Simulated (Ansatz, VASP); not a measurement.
## CSO in VASP and in Ansatz

```xyz
3
Lattice="6.5335 0.0000 0.0000 0.0000 6.5335 0.0000 0.0000 0.0000 25.6464" Properties=species:S:1:pos:R:3 pbc="T T T"
O     3.6879    1.6320   14.2676
C     4.9616    1.6332   13.6052
S     6.4071    1.6350   14.7532
```

Alike in both runs: task single point; functional PBE; dispersion D3(BJ); k mesh 3 × 3 × 1; occupations gaussian, width 0.1 eV; no spin polarisation.

```csv
,VASP,Ansatz
version,VASP 6.6.1,Ansatz 0.2.0
potentials or method,"VASP PAW PBE potentials, release 64 (O, C, S), cutoff 520 eV","scalar-relativistic, plane waves, PAW"
valence electrons in the cell,16,16
```

```csv
,VASP,Ansatz,Ansatz less VASP
gap on the k mesh at the Fermi level (eV),0.28,0.27,-0.006
rms of the force components (eV/Å),5.097,5.159,+0.0619
```

Atom by atom the forces differ by 0.094 eV/Å (rms over components).
